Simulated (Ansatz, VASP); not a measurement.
**PbS in VASP and in Ansatz**

File POSCAR:

```
PbS
1.0
    2.0799259499      1.2127305666      3.4301898177
   -2.0799259499      1.2127305666      3.4301898177
    0.0000000000     -2.4254611333      3.4301898176
Pb S
1 1
Direct
    0.9781436759      0.9781436759      0.9781436759
    0.4774576541      0.4774576541      0.4774576541
```

INCAR.step1

```
PREC     = Accurate       # precision mode
ENCUT    = 520            # plane-wave cutoff, eV
ISMEAR   = 0              # smearing method
SIGMA    = 0.01           # smearing width, eV
LREAL    = False          # projectors in reciprocal space
LASPH    = True           # aspherical terms in the spheres
NELM     = 100            # most SCF steps
NBANDS   = 17             # bands
GGA      = PE             # functional
ALGO     = Normal         # electronic algorithm
EDIFF    = 1E-4           # SCF threshold, eV
LWAVE    = True           # write WAVECAR
LCHARG   = False          # write CHGCAR
```

The input INCAR.step2:

```
PREC     = Accurate       # precision mode
ENCUT    = 520            # plane-wave cutoff, eV
EDIFF    = 1E-7           # SCF threshold, eV
ISMEAR   = 0              # smearing method
SIGMA    = 0.01           # smearing width, eV
LREAL    = False          # projectors in reciprocal space
LASPH    = True           # aspherical terms in the spheres
NELM     = 100            # most SCF steps
ALGO     = Normal         # electronic algorithm
ISIF     = 2              # what is computed and relaxed
LWAVE    = False          # write WAVECAR
LCHARG   = True           # write CHGCAR
METAGGA  = R2SCAN         # meta-GGA
LMIXTAU  = True         
LELF     = True           # ELF
LVHAR    = True         
NBANDS   = 17             # bands
ISTART   = 1
```

The input KPOINTS:

```
Automatic mesh
0
Gamma
  8 8 8
```

Input for Ansatz:

```yaml
crystal:
  lattice:
    - [2.0799259499, 1.2127305666, 3.4301898177]
    - [-2.0799259499, 1.2127305666, 3.4301898177]
    - [0.0, -2.4254611333, 3.4301898176]
  atoms:
    - { symbol: Pb, position: [0.9781436759, 0.9781436759, 0.9781436759] }
    - { symbol: S, position: [0.4774576541, 0.4774576541, 0.4774576541] }
kpoints:
  mp_grid: { grid: [8, 8, 8] }
  band_path:
    path:
      - [0.0, 0.0, 0.0]
      - [-0.5, -0.5, -0.5]
      - [-0.5, -0.2499966092, -0.7500033908]
      - [-0.2499966092, 0.2499966092, -0.5]
      - [0.0, 0.0, -0.5]
      - [0.0, 0.3749983046, -0.3749983046]
      - [-0.3749983046, 0.0, -0.6250016954]
      - [-0.5, 0.0, -0.5]
      - [0.0, 0.5, 0.0]
    npoints: 1
hamiltonian:
  xc: r2scan
scf:
  occupations: { method: fixed }
  n_extra_bands: 4
output:
  forces: true
  stress: true
  eigenvalues: true
```

Change from the starting cell: uniaxial_x strain -1.0%.

Alike in both runs: task single point; functional r2SCAN; k mesh 8 × 8 × 8; no spin polarisation.

|  | VASP | Ansatz |
| --- | --- | --- |
| version | VASP 6.6.1 | Ansatz 0.2.0 |
| potentials or method | VASP PAW PBE potentials, release 64 (Pb_d, S) | plane waves, PAW |
| plane-wave cutoff (eV) | 520 | 500 |
| occupations | gaussian, width 0.01 eV | fixed |
| valence electrons in the cell | 20 | 20 |

Ansatz gave:

- gap on the k mesh at the Fermi level (eV): 0.54
- pressure (GPa): 1.6
- traceless stress, the component that is largest in VASP (GPa): 0.42

Which values does VASP return?

gap on the k mesh at the Fermi level (eV): 0.55; pressure (GPa): 1.6; traceless stress, the component that is largest in VASP (GPa): 0.42.

VASP's potentials were made for PBE, not for r2SCAN.

Neither program's run includes spin-orbit coupling.
